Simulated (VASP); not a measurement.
# H2Se (P4_2/mnm) in VASP: a series of runs

The runs below take H2Se through single point, relaxation of cell and atoms, with PBE.

Everything below comes from runs of VASP 6.6.1. Logs are shortened: lines on timing, memory, paths and dates and some standing lists are left out, and cuts for length are marked.

## Step 1: The cell of the first run

It takes space group P4_2/mnm (No. 136, tetragonal). The conventional cell has a = 5.299 Å, b = 5.299 Å, c = 3.020 Å, α = 90.00°, β = 90.00°, γ = 90.00°. H (site symmetry m2m) has 2 Se at 1.81 Å and 1 H at 1.98 Å within 2.4 Å. Se (site symmetry mmm) has 4 H at 1.81 Å within 2.4 Å.

## Step 2: Single point, PBE

INCAR

```
PREC = Accurate
ENCUT = 520
EDIFF = 1E-6
ISMEAR = 0
SIGMA = 0.1
LREAL = False
LASPH = True
NELM = 80
ALGO = Normal
ISIF = 2
LWAVE = False
LCHARG = True
GGA = PE
LELF = True
LVHAR = True
NBANDS = 17
```

KPOINTS

```
regular mesh
0
Gamma
  6 6 12
```

POSCAR

```
H2Se
1.0
    5.2990665871      0.0000000000      0.0000000000
    0.0000000000      5.2990665871      0.0000000000
    0.0000000000      0.0000000000      3.0199244581
H Se
4 2
Direct
    0.3679042770      0.3679042770      0.0000000000
    0.1320957230      0.8679042770      0.5000000000
    0.6320957230      0.6320957230      0.0000000000
    0.8679042770      0.1320957230      0.5000000000
    0.0000000000      0.0000000000      0.0000000000
    0.5000000000      0.5000000000      0.5000000000
```

Potentials or basis: VASP PAW PBE potentials, release 64 (H, Se).

The run is started by

```
$ cat potpaw_PBE.64/H/POTCAR potpaw_PBE.64/Se/POTCAR > POTCAR
$ mpirun -np 1 vasp_std > vasp.out
```

OUTCAR:

```text
PREC = Accurate
   ENCUT = 520
   EDIFF = 1E-6
   ISMEAR = 0
   LREAL = False
   LASPH = True
   NELM = 80
   ISIF = 2
   GGA = PE

 ion  position               nearest neighbor table
   1  0.368  0.368  0.000-   6 1.81   6 1.81
   2  0.132  0.868  0.500-   5 1.81   5 1.81
   3  0.632  0.632  0.000-   6 1.81   6 1.81
   4  0.868  0.132  0.500-   5 1.81   5 1.81
   5  0.000  0.000  0.000-   2 1.81   4 1.81   2 1.81   4 1.81
   6  0.500  0.500  0.500-   1 1.81   3 1.81   1 1.81   3 1.81

  LATTYP: Found a simple tetragonal cell.
 ALAT       =     5.2990665871
 C/A-ratio  =     0.5698974354

  Lattice vectors:

 A1 = (   5.2990665871,   0.0000000000,   0.0000000000)
 A2 = (   0.0000000000,   5.2990665871,   0.0000000000)
 A3 = (   0.0000000000,   0.0000000000,   3.0199244581)

Analysis of symmetry for initial positions (statically):
=====================================================================
 Subroutine PRICEL returns:
 Original cell was already a primitive cell.

 Routine SETGRP: Setting up the symmetry group for a
 simple tetragonal supercell.

 Subroutine GETGRP returns: Found 16 space group operations
 (whereof  8 operations were pure point group operations)
 out of a pool of 16 trial point group operations.

The static configuration has the point symmetry D_2h.
 The point group associated with its full space group is D_4h.

Analysis of symmetry for dynamics (positions and initial velocities):
=====================================================================
 Subroutine PRICEL returns:
 Original cell was already a primitive cell.

 Routine SETGRP: Setting up the symmetry group for a
 simple tetragonal supercell.

 Subroutine GETGRP returns: Found 16 space group operations
 (whereof  8 operations were pure point group operations)
 out of a pool of 16 trial point group operations.

The dynamic configuration has the point symmetry D_2h.
 The point group associated with its full space group is D_4h.

 Subroutine INISYM returns: Found 16 space group operations
 (whereof  8 operations are pure point group operations),
 and found     1 'primitive' translations

----------------------------------------------------------------------------------------

                                     Primitive cell

  volume of cell :      84.7998

  direct lattice vectors                    reciprocal lattice vectors
     5.299066587  0.000000000  0.000000000     0.188712481  0.000000000  0.000000000
     0.000000000  5.299066587  0.000000000     0.000000000  0.188712481  0.000000000
     0.000000000  0.000000000  3.019924458     0.000000000  0.000000000  0.331134111

  length of vectors
     5.299066587  5.299066587  3.019924458     0.188712481  0.188712481  0.331134111

  position of ions in fractional coordinates (direct lattice)
     0.367904277  0.367904277  0.000000000
     0.132095723  0.867904277  0.500000000
     0.632095723  0.632095723  0.000000000
     0.867904277  0.132095723  0.500000000
     0.000000000  0.000000000  0.000000000
     0.500000000  0.500000000  0.500000000

  ion indices of the primitive-cell ions
   primitive index   ion index
                 1           1
                 2           2
                 3           3
                 4           4
                 5           5
                 6           6

----------------------------------------------------------------------------------------

 KPOINTS: regular mesh

Automatic generation of k-mesh.
 Grid dimensions read from file:
 generate k-points for:    6    6   12

 Generating k-lattice:

  Cartesian coordinates                     Fractional coordinates (reciprocal lattice)
     0.031452080  0.000000000  0.000000000     0.166666667  0.000000000  0.000000000
     0.000000000  0.031452080  0.000000000     0.000000000  0.166666667  0.000000000
     0.000000000  0.000000000  0.027594509     0.000000000  0.000000000  0.083333333

  Length of vectors
     0.031452080  0.031452080  0.027594509

  Shift w.r.t. Gamma in fractional coordinates (k-lattice)
     0.000000000  0.000000000  0.000000000

 Subroutine IBZKPT returns following result:
 ===========================================

 Found     70 irreducible k-points:

 Following reciprocal coordinates:
            Coordinates               Weight
  0.000000  0.000000  0.000000      1.000000
  0.166667  0.000000  0.000000      4.000000
  0.333333  0.000000  0.000000      4.000000
  0.500000  0.000000  0.000000      2.000000
  0.166667  0.166667  0.000000      4.000000
  0.333333  0.166667  0.000000      8.000000
[... 16 lines left out ...]
  0.333333  0.000000  0.166667      8.000000
  0.500000  0.000000  0.166667      4.000000
 [... further k-points ...]
   k-points           NKPTS =     70   k-points in BZ     NKDIM =     70   number of bands    NBANDS=     17
   number of dos      NEDOS =    301   number of ions     NIONS =      6
   total plane-waves  NPLWV =  38400
   dimension x,y,z NGX =    40 NGY =   40 NGZ =   24
   dimension x,y,z NGXF=    80 NGYF=   80 NGZF=   48
   ions per type =               4   2
   NGX,Y,Z   is equivalent  to a cutoff of  12.55, 12.55, 13.21 a.u.
   NGXF,Y,Z  is equivalent  to a cutoff of  25.10, 25.10, 26.42 a.u.
 SYSTEM =  unknown system
   PREC   = accura    normal or accurate (medium, high low for compatibility)
   ISTART =      0    job   : 0-new  1-cont  2-samecut
   ICHARG =      2    charge: 1-file 2-atom 10-const
   ISPIN  =      1    spin polarized calculation?
   LNONCOLLINEAR =      F non collinear calculations
   LSORBIT =      F    spin-orbit coupling
   LASPH  =      T    aspherical Exc in radial PAW
   ENCUT  =  520.0 eV  38.22 Ry    6.18 a.u.   9.85  9.85  5.62*2*pi/ulx,y,z
   NELM   =     80;   NELMIN=  2; NELMDL= -5     # of ELM steps
   EDIFF  = 0.1E-05   stopping-criterion for ELM
   LREAL  =      F    real-space projection
   EDIFFG = 0.1E-04   stopping-criterion for IOM
   NSW    =      0    number of steps for IOM
   IBRION =     -1    ionic relax: 0-MD 1-quasi-New 2-CG
   NFREE  =      0    steps in history (QN), initial steepest desc. (CG)
   ISIF   =      2    stress and relaxation
   ISYM   =      2    0-nonsym 1-usesym 2-fastsym
   POTIM  = 0.5000    time-step for ionic-motion
   TEBEG  =    0.0;   TEEND  =   0.0 temperature during run
   PSTRESS=    0.0 pullay stress
   NELECT =      16.0000    total number of electrons
   NUPDOWN=      -1.0000    fix difference up-down
   EMIN   =  10.00;   EMAX   =-10.00  energy-range for DOS
   EFERMI =   0.00;   METHOD = LEGACY
   ISMEAR =     0;   SIGMA  =   0.10  broadening in eV -4-tet -1-fermi 0-gaus
   EFERMI_NEDOS =   21; number of points for ismear=-14 and -15
   IALGO  =     38    algorithm
   IMIX   =      4    mixing-type and parameters
     AMIX     =   0.40;   BMIX     =  1.00
     AMIX_MAG =   1.60;   BMIX_MAG =  1.00
  volume/ion in A,a.u.               =      14.13        95.38
  Fermi-wavevector in a.u.,A,eV,Ry     =   0.938966  1.774389 11.995675  0.881657
  Thomas-Fermi vector in A             =   2.066231
   LORBIT       =      0    0 simple, 1 ext, 2 COOP (PROOUT), +10 PAW based schemes
   GGA     = PE    functional components
   LHFCALC =     F    Hartree Fock is set to
   AEXX    =    0.0000 exact exchange contribution
   IVDW    =     0    specifies the selected vdW correction
   LEPSILON=     F    determine dielectric tensor
   LRPA    =     F    only Hartree local field effects (RPA)
 non-spin polarized calculation
 Gauss-broadening in eV      SIGMA  =   0.10
  energy-cutoff  :      520.00
  volume of cell :       84.80
 maximum number of plane-waves:      2310
 NGX is ok and might be reduce to    40
   NGX = 19   NGY = 19   NGZ = 11

 number of electron      16.0000000 magnetization

 Free energy of the ion-electron system (eV)
  ---------------------------------------------------
  ext. energy  EPLUGINS =         0.00000000
  ---------------------------------------------------
  free energy    TOTEN  =       -17.32033643 eV

  energy without entropy =      -17.31374875  energy(sigma->0) =      -17.31704259

 E-fermi :   0.6515     XC(G=0):  -8.0087

 val. band max:        0.5486496726   @ k =   0.3333   0.1667   0.4167
 cond. band min:       0.6848035102   @ k =   0.3333   0.0000   0.4167
 fundamental gap:      0.1361538376
 Fermi energy:         0.6514538856

 k-point     1 :       0.0000    0.0000    0.0000
  band No.  band energies     occupation
      1     -14.0205      2.00000
      2     -13.3250      2.00000
      3      -5.1033      2.00000
      4      -5.1033      2.00000
      5      -1.0523      2.00000
      6      -1.0523      2.00000
[... 9 lines left out ...]
     16      13.8861      0.00000
     17      14.0042      0.00000

 k-point     2 :       0.1667    0.0000    0.0000
  band No.  band energies     occupation
      1     -13.9769      2.00000
      2     -13.3747      2.00000
      3      -5.0726      2.00000
      4      -5.0664      2.00000
      5      -1.2888      2.00000
      6      -1.2832      2.00000
[... 9 lines left out ...]
     16      12.2821      0.00000
     17      12.8448      0.00000

 k-point     3 :       0.3333    0.0000    0.0000
  band No.  band energies     occupation
      1     -13.8556      2.00000
      2     -13.5081      2.00000
      3      -5.0012      2.00000
      4      -4.9898      2.00000
      5      -1.6903      2.00000
      6      -1.6765      2.00000
[... 392 lines left out ...]
 k-point    23 :       0.3333    0.0000    0.1667
  band No.  band energies     occupation
      1     -13.4466      2.00000
      2     -13.1052      2.00000
      3      -4.5477      2.00000
      4      -4.5372      2.00000
      5      -2.5232      2.00000
      6      -2.2110      2.00000
[... 9 lines left out ...]
     16      10.6108      0.00000
     17      11.0949      0.00000

 k-point    24 :       0.5000    0.0000    0.1667
  band No.  band energies     occupation
      1     -13.2788      2.00000
      2     -13.2788      2.00000
      3      -4.4990      2.00000
      4      -4.4990      2.00000
      5      -2.4303      2.00000
      6      -2.4303      2.00000
[... 9 lines left out ...]
     16      10.0773      0.00000
     17      10.5064      0.00000

 [... further k-points ...]

------------------------ aborting loop because EDIFF is reached ----------------------------------------

  FORCE on cell =-STRESS in cart. coord.  units (eV):
  Direction    XX          YY          ZZ          XY          YZ          ZX
  --------------------------------------------------------------------------------------
  -------------------------------------------------------------------------------------
  Total       -0.0101232     -0.0101232      0.0223214      0.0000000      0.0000000      0.0000000
  in kB       -0.1912650     -0.1912650      0.4217326      0.0000000      0.0000000      0.0000000
  external PRESSURE =       0.0130676 kB  Pullay stress =       0.0000000 kB

 VOLUME and BASIS-vectors are now :
 -----------------------------------------------------------------------------
  energy-cutoff  :      520.00
  volume of cell :       84.80
      direct lattice vectors                 reciprocal lattice vectors
     5.299066587  0.000000000  0.000000000     0.188712481  0.000000000  0.000000000
     0.000000000  5.299066587  0.000000000     0.000000000  0.188712481  0.000000000
     0.000000000  0.000000000  3.019924458     0.000000000  0.000000000  0.331134111

 POSITION                                       TOTAL-FORCE (eV/Angst)
 -----------------------------------------------------------------------------------
      1.94955      1.94955      0.00000        -0.008846     -0.008846      0.000000
      0.69998      4.59908      1.50996         0.008846     -0.008846      0.000000
      3.34952      3.34952      0.00000         0.008846      0.008846     -0.000000
      4.59908      0.69998      1.50996        -0.008846      0.008846     -0.000000
      0.00000      0.00000      0.00000         0.000000      0.000000     -0.000000
      2.64953      2.64953      1.50996         0.000000      0.000000     -0.000000
 -----------------------------------------------------------------------------------
    total drift:                                0.000000     -0.000000     -0.000000

  FREE ENERGIE OF THE ION-ELECTRON SYSTEM (eV)
  ---------------------------------------------------
  free  energy   TOTEN  =       -17.3203364319 eV

  energy  without entropy=      -17.3137487457  energy(sigma->0) =      -17.31704259
```

Run time: 43 s. Hardware: 1 thread of AMD EPYC 9R45 (Zen 5), shared host; peak memory 0.2 GiB.

What came out:

```
Free energy            : -17.3203 eV
Pressure               : 0.0 GPa
Largest force          : 0.013 eV/Å
Band gap on the k mesh : zero (bands 8 and 9 overlap by 1.88 eV)
```

Forces in eV/Å, atoms in the order of the input:
```
H   -0.009 -0.009  0.000
H    0.009 -0.009  0.000
H    0.009  0.009  0.000
H   -0.009  0.009  0.000
Se   0.000  0.000  0.000
Se   0.000  0.000  0.000
```

## Step 3: Relaxation of cell and atoms, PBE

This run uses another cell than the first one, of 18.80 Å³/atom.

INCAR

```
SYSTEM = H2Se
PREC = Accurate ; ENCUT = 600
EDIFF = 1E-6 ; ISMEAR = 0
SIGMA = 0.1 ; LREAL = .FALSE.
LASPH = .TRUE. ; NELM = 60
ALGO = Normal ; ISIF = 3
LWAVE = .FALSE. ; LCHARG = .FALSE.
GGA = PE ; IBRION = 2
NSW = 90 ; EDIFFG = -0.04
```

KPOINTS

```
regular mesh
0
G
  4 4 6
  0 0 0
```

POSCAR

```
H2Se
1.0
    5.5949162108      0.0000000000      0.0000000000
    0.0000000000      5.5949162108      0.0000000000
    0.0000000000      0.0000000000      3.6036911336
H Se
4 2
Direct
    0.3060000000      0.3060000000      0.0000000000
    0.1940000000      0.8060000000      0.5000000000
    0.6940000000      0.6940000000      0.0000000000
    0.8060000000      0.1940000000      0.5000000000
    0.0000000000      0.0000000000      0.0000000000
    0.5000000000      0.5000000000      0.5000000000
```

Potentials or basis: VASP PAW PBE potentials, release 64 (H, Se).

The run is started by

```
$ cat potpaw_PBE.64/H/POTCAR potpaw_PBE.64/Se/POTCAR > POTCAR
$ mpirun -np 1 vasp_std > vasp.out
```

Run time: 8.2 min. Hardware: 1 thread of AMD EPYC 9R45 (Zen 5), shared host; peak memory 0.25 GiB.

The run converged. Its results:

| Item | Value |
| --- | --- |
| Free energy | -17.6913 eV |
| Relaxed volume | 16.22 Å³/atom |
| Relaxed cell | a = 5.774 Å, b = 5.774 Å, c = 2.918 Å, α = 90.00°, β = 90.00°, γ = 90.00° |
| Space group after relaxing (to 0.1 Å) | P4_2/mnm (No. 136) |
| Pressure after relaxing | 0.1 GPa |
| Largest force after relaxing | 0.022 eV/Å |
| Band gap on the k mesh | zero (bands 8 and 9 overlap by 2.10 eV) |

Forces on the atoms (eV/Å):
```
H    0.016  0.016  0.000
H   -0.016  0.016  0.000
H   -0.016 -0.016  0.000
H    0.016 -0.016  0.000
Se   0.000  0.000  0.000
Se   0.000  0.000  0.000
```

Stress tensor (GPa, compression positive):
```
 0.31  0.00  0.00
 0.00  0.31  0.00
 0.00  0.00 -0.33
```

Final structure:
```
H Se
1.0
     5.77424    0.00000    0.00000
     0.00000    5.77424    0.00000
     0.00000    0.00000    2.91815
H Se
4 2
Direct
  0.37741 0.37741 0.00000
  0.12259 0.87741 0.50000
  0.62259 0.62259 0.00000
  0.87741 0.12259 0.50000
  0.00000 0.00000 0.00000
  0.50000 0.50000 0.50000
```

Levels at points of the mesh, in eV from the Fermi level:
| k point | band 5 | band 6 | band 7 | band 8 | band 9 | band 10 | band 11 | band 12 |
| --- | --- | --- | --- | --- | --- | --- | --- | --- |
| (0.00, 0.00, 0.00) | -2.54 | -2.54 | 0.92 | 1.09 | 1.28 | 1.53 | 3.71 | 4.04 |
| (0.50, 0.00, 0.00) | -2.91 | -2.91 | 1.18 | 1.18 | 1.81 | 1.81 | 5.10 | 5.10 |
| (0.50, 0.50, 0.00) | -2.56 | -2.56 | 1.18 | 1.18 | 1.37 | 1.37 | 5.91 | 5.91 |
| (0.00, 0.00, 0.50) | -2.64 | -2.64 | -1.77 | -1.77 | -0.47 | -0.47 | 6.19 | 6.19 |
| (0.50, 0.00, 0.50) | -2.48 | -2.48 | -1.78 | -1.78 | -0.85 | -0.85 | 5.29 | 5.29 |
| (0.50, 0.50, 0.50) | -2.77 | -2.77 | -1.85 | -1.85 | -0.42 | -0.42 | 6.62 | 6.62 |

Caveat: a cell axis changed by over 15 % at a fixed basis, so the end point is rough.

(Continued in part 2 of 2.)
